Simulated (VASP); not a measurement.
# Sb (Pm-3m) in VASP: a series of runs, part 3 of 3

VASP 6.6.1. The steps go on from the part before.

### Step 5. Single point, PBEsol (volume scaled by 1.01)

Input file INCAR:

```
SYSTEM = Sb
PREC = Accurate
ENCUT = 520
EDIFF = 1E-7
ISMEAR = -1
SIGMA = 0.05
LREAL = .False.
LASPH = .True.
NELM = 80
ALGO = Normal
ISIF = 2
LWAVE = .False.
LCHARG = .False.
GGA = PS
NBANDS = 8
```

Input file KPOINTS:

```
Automatic mesh
0
Gamma
  13 13 13
  0 0 0
```

Input file POSCAR:

```
Sb
1.0
    3.1704984160      0.0000000000      0.0000000000
    0.0000000000      3.1704984160      0.0000000000
    0.0000000000      0.0000000000      3.1704984160
Sb
1
Direct
    0.0000000000      0.0000000000      0.0000000000
```

Potentials or basis: VASP PAW PBE potentials, release 64 (Sb).

Command:

```console
$ cat potpaw_PBE.64/Sb/POTCAR > POTCAR
$ mpirun -np 1 vasp_std > vasp.out
```

OUTCAR:

```text
SYSTEM = Sb
   PREC = Accurate
   ENCUT = 520
   EDIFF = 1E-7
   ISMEAR = -1
   LREAL = .False.
   LASPH = .True.
   NELM = 80
   ISIF = 2
   GGA = PS

 ion  position               nearest neighbor table
   1  0.000  0.000  0.000-

  LATTYP: Found a simple cubic cell.
 ALAT       =     3.1704984160

  Lattice vectors:

 A1 = (   3.1704984160,   0.0000000000,   0.0000000000)
 A2 = (   0.0000000000,   3.1704984160,   0.0000000000)
 A3 = (   0.0000000000,   0.0000000000,   3.1704984160)

Analysis of symmetry for initial positions (statically):
=====================================================================
 Subroutine PRICEL returns:
 Original cell was already a primitive cell.

 Routine SETGRP: Setting up the symmetry group for a
 simple cubic supercell.

 Subroutine GETGRP returns: Found 48 space group operations
 (whereof 48 operations were pure point group operations)
 out of a pool of 48 trial point group operations.

The static configuration has the point symmetry O_h .

Analysis of symmetry for dynamics (positions and initial velocities):
=====================================================================
 Subroutine PRICEL returns:
 Original cell was already a primitive cell.

 Routine SETGRP: Setting up the symmetry group for a
 simple cubic supercell.

 Subroutine GETGRP returns: Found 48 space group operations
 (whereof 48 operations were pure point group operations)
 out of a pool of 48 trial point group operations.

The dynamic configuration has the point symmetry O_h .

 Subroutine INISYM returns: Found 48 space group operations
 (whereof 48 operations are pure point group operations),
 and found     1 'primitive' translations

----------------------------------------------------------------------------------------

                                     Primitive cell

  volume of cell :      31.8700

  direct lattice vectors                    reciprocal lattice vectors
     3.170498416  0.000000000  0.000000000     0.315407822  0.000000000  0.000000000
     0.000000000  3.170498416  0.000000000     0.000000000  0.315407822  0.000000000
     0.000000000  0.000000000  3.170498416     0.000000000  0.000000000  0.315407822

  length of vectors
     3.170498416  3.170498416  3.170498416     0.315407822  0.315407822  0.315407822

  position of ions in fractional coordinates (direct lattice)
     0.000000000  0.000000000  0.000000000

  ion indices of the primitive-cell ions
   primitive index   ion index
                 1           1

----------------------------------------------------------------------------------------

 KPOINTS: Automatic mesh

Automatic generation of k-mesh.
 Grid dimensions read from file:
 generate k-points for:   13   13   13

 Generating k-lattice:

  Cartesian coordinates                     Fractional coordinates (reciprocal lattice)
     0.024262140  0.000000000  0.000000000     0.076923077  0.000000000  0.000000000
     0.000000000  0.024262140  0.000000000     0.000000000  0.076923077  0.000000000
     0.000000000  0.000000000  0.024262140     0.000000000  0.000000000  0.076923077

  Length of vectors
     0.024262140  0.024262140  0.024262140

  Shift w.r.t. Gamma in fractional coordinates (k-lattice)
     0.000000000  0.000000000  0.000000000

 Subroutine IBZKPT returns following result:
 ===========================================

 Found     84 irreducible k-points:

 Following reciprocal coordinates:
            Coordinates               Weight
  0.000000  0.000000  0.000000      1.000000
  0.076923  0.000000  0.000000      6.000000
  0.153846  0.000000  0.000000      6.000000
  0.230769  0.000000  0.000000      6.000000
  0.307692  0.000000  0.000000      6.000000
  0.384615  0.000000  0.000000      6.000000
[... 16 lines left out ...]
  0.307692  0.307692  0.000000     12.000000
  0.384615  0.307692  0.000000     24.000000
 [... further k-points ...]
   k-points           NKPTS =     84   k-points in BZ     NKDIM =     84   number of bands    NBANDS=      8
   number of dos      NEDOS =    301   number of ions     NIONS =      1
   total plane-waves  NPLWV =  13824
   dimension x,y,z NGX =    24 NGY =   24 NGZ =   24
   dimension x,y,z NGXF=    48 NGYF=   48 NGZF=   48
   ions per type =               1
   NGX,Y,Z   is equivalent  to a cutoff of  12.58, 12.58, 12.58 a.u.
   NGXF,Y,Z  is equivalent  to a cutoff of  25.17, 25.17, 25.17 a.u.
 SYSTEM =  Sb
   PREC   = accura    normal or accurate (medium, high low for compatibility)
   ISTART =      0    job   : 0-new  1-cont  2-samecut
   ICHARG =      2    charge: 1-file 2-atom 10-const
   ISPIN  =      1    spin polarized calculation?
   LNONCOLLINEAR =      F non collinear calculations
   LSORBIT =      F    spin-orbit coupling
   LASPH  =      T    aspherical Exc in radial PAW
   ENCUT  =  520.0 eV  38.22 Ry    6.18 a.u.   5.90  5.90  5.90*2*pi/ulx,y,z
   NELM   =     80;   NELMIN=  2; NELMDL= -5     # of ELM steps
   EDIFF  = 0.1E-06   stopping-criterion for ELM
   LREAL  =      F    real-space projection
   EDIFFG = 0.1E-05   stopping-criterion for IOM
   NSW    =      0    number of steps for IOM
   IBRION =     -1    ionic relax: 0-MD 1-quasi-New 2-CG
   NFREE  =      0    steps in history (QN), initial steepest desc. (CG)
   ISIF   =      2    stress and relaxation
   ISYM   =      2    0-nonsym 1-usesym 2-fastsym
   POTIM  = 0.5000    time-step for ionic-motion
   TEBEG  =    0.0;   TEEND  =   0.0 temperature during run
   PSTRESS=    0.0 pullay stress
   NELECT =       5.0000    total number of electrons
   NUPDOWN=      -1.0000    fix difference up-down
   EMIN   =  10.00;   EMAX   =-10.00  energy-range for DOS
   EFERMI =   0.00;   METHOD = LEGACY
   ISMEAR =    -1;   SIGMA  =   0.05  broadening in eV -4-tet -1-fermi 0-gaus
   EFERMI_NEDOS =   21; number of points for ismear=-14 and -15
   IALGO  =     38    algorithm
   IMIX   =      4    mixing-type and parameters
     AMIX     =   0.40;   BMIX     =  1.00
     AMIX_MAG =   1.60;   BMIX_MAG =  1.00
  volume/ion in A,a.u.               =      31.87       215.07
  Fermi-wavevector in a.u.,A,eV,Ry     =   0.882952  1.668538 10.607169  0.779605
  Thomas-Fermi vector in A             =   2.003653
   LORBIT       =      0    0 simple, 1 ext, 2 COOP (PROOUT), +10 PAW based schemes
   GGA     = PS    functional components
   LHFCALC =     F    Hartree Fock is set to
   AEXX    =    0.0000 exact exchange contribution
   IVDW    =     0    specifies the selected vdW correction
   LEPSILON=     F    determine dielectric tensor
   LRPA    =     F    only Hartree local field effects (RPA)
 non-spin polarized calculation
  energy-cutoff  :      520.00
  volume of cell :       31.87
 maximum number of plane-waves:       876
 NGX is ok and might be reduce to    24
   NGX = 11   NGY = 11   NGZ = 11

 number of electron       5.0000001 magnetization

 Free energy of the ion-electron system (eV)
  ---------------------------------------------------
  ext. energy  EPLUGINS =         0.00000000
  ---------------------------------------------------
  free energy    TOTEN  =        -4.49163982 eV

  energy without entropy =       -4.48859996  energy(sigma->0) =       -4.49011989

 E-fermi :   6.2253     XC(G=0):  -9.4784

 val. band max:        6.2164283999   @ k =   0.3077   0.2308   0.1538
 cond. band min:       6.2309541297   @ k =   0.3846   0.3077   0.3077
 fundamental gap:      0.0145257298
 Fermi energy:         6.2252656304

 k-point     1 :       0.0000    0.0000    0.0000
  band No.  band energies     occupation
      1      -5.7304      2.00000
      2       9.2733      0.00000
      3       9.2733      0.00000
      4       9.2733      0.00000
      5      13.0654      0.00000
      6      13.0654      0.00000
      7      13.9179      0.00000
      8      23.5267      0.00000
[... 243 lines left out ...]
 k-point    24 :       0.3846    0.3077    0.0000
  band No.  band energies     occupation
      1      -2.7856      2.00000
      2       3.0170      2.00000
      3       4.8048      2.00000
      4      11.0898      0.00000
      5      11.8470      0.00000
      6      16.2578      0.00000
      7      18.9683      0.00000
      8      19.3295      0.00000

 [... further k-points ...]

------------------------ aborting loop because EDIFF is reached ----------------------------------------

  FORCE on cell =-STRESS in cart. coord.  units (eV):
  Direction    XX          YY          ZZ          XY          YZ          ZX
  --------------------------------------------------------------------------------------
  -------------------------------------------------------------------------------------
  Total       -1.0462149     -1.0462149     -1.0462149     -0.0000000      0.0000000      0.0000000
  in kB      -52.5955323    -52.5955323    -52.5955323     -0.0000000      0.0000000      0.0000000
  external PRESSURE =     -52.5955323 kB  Pullay stress =       0.0000000 kB

 VOLUME and BASIS-vectors are now :
 -----------------------------------------------------------------------------
  energy-cutoff  :      520.00
  volume of cell :       31.87
      direct lattice vectors                 reciprocal lattice vectors
     3.170498416  0.000000000  0.000000000     0.315407822  0.000000000  0.000000000
     0.000000000  3.170498416  0.000000000     0.000000000  0.315407822  0.000000000
     0.000000000  0.000000000  3.170498416     0.000000000  0.000000000  0.315407822

 POSITION                                       TOTAL-FORCE (eV/Angst)
 -----------------------------------------------------------------------------------
      0.00000      0.00000      0.00000         0.000000      0.000000      0.000000
 -----------------------------------------------------------------------------------
    total drift:                               -0.000000      0.000000      0.000000

  FREE ENERGIE OF THE ION-ELECTRON SYSTEM (eV)
  ---------------------------------------------------
  free  energy   TOTEN  =        -4.4916398191 eV

  energy  without entropy=       -4.4885999645  energy(sigma->0) =       -4.49011989
```

Wall time 4.5 s (1 thread of Intel Xeon 6975P-C (Granite Rapids), shared host); peak memory 0.14 GiB.

What came out:

| Property | Result |
| --- | --- |
| Free energy | -4.4916 eV |
| Pressure | -5.3 GPa |

Caveat: the PAW data sets were made with another functional, which shifts forces and pressure a little; spin-orbit coupling is left out, which moves the levels of the heavy elements.

### Step 6. Single point, PBEsol (volume scaled by 1.03)

Input file INCAR:

```
SYSTEM = Sb
PREC = Accurate
ENCUT = 520
EDIFF = 1E-7
ISMEAR = -1
SIGMA = 0.05
LREAL = .FALSE.
LASPH = .TRUE.
NELM = 60
ALGO = Normal
ISIF = 2
LWAVE = .FALSE.
LCHARG = .TRUE.
GGA = PS
LELF = .TRUE.
LVHAR = .TRUE.
NBANDS = 8
```

Input file KPOINTS:

```
regular mesh
0
G
  13 13 13
  0 0 0
```

Input file POSCAR:

```
Sb
1.0
    3.1912891636      0.0000000000      0.0000000000
    0.0000000000      3.1912891636      0.0000000000
    0.0000000000      0.0000000000      3.1912891636
Sb
1
Direct
    0.0000000000      0.0000000000      0.0000000000
```

Potentials or basis: VASP PAW PBE potentials, release 64 (Sb).

Command:

```console
$ cat potpaw_PBE.64/Sb/POTCAR > POTCAR
$ mpirun -np 1 vasp_std > vasp.out
```

Wall time 5.4 s (1 thread of Intel Xeon 6975P-C (Granite Rapids), shared host); peak memory 0.14 GiB.

It converged, with:

```yaml
Free_energy: -4.4695 eV
Pressure: -6.0 GPa
```

Levels at points of the mesh, in eV from the Fermi level:
```csv
k point,band 1,band 2,band 3,band 4,band 5,band 6
"(0.00, 0.00, 0.00)",-11.81,3.00,3.00,3.00,6.83,6.83
```

Caveat: the PAW data sets were made with another functional, which shifts forces and pressure a little; spin-orbit coupling is left out, which moves the levels of the heavy elements.

### Step 7. The runs side by side

| cell | gap on the mesh (eV) | pressure (GPa) |
| --- | --- | --- |
| a = 3.095 Å, 1 atom | none | -1.9 |
| a = 3.128 Å, 1 atom | none | -3.5 |
| a = 3.139 Å, 1 atom | none | -4.0 |
| a = 3.170 Å, 1 atom | none | -5.3 |
| a = 3.191 Å, 1 atom | none | -6.0 |

Alike in all rows: task single point; level PBEsol; potentials or basis VASP PAW PBE potentials, release 64 (Sb); no spin polarisation; k mesh 13 × 13 × 13; cutoff (eV) 520; smearing fermi-dirac 0.05 eV.

Caveats: the PAW data sets were made with another functional, which shifts forces and pressure a little; spin-orbit coupling is left out, which moves the levels of the heavy elements.

Total energies depend on the potentials used, so only differences within one code and one set of settings carry meaning.
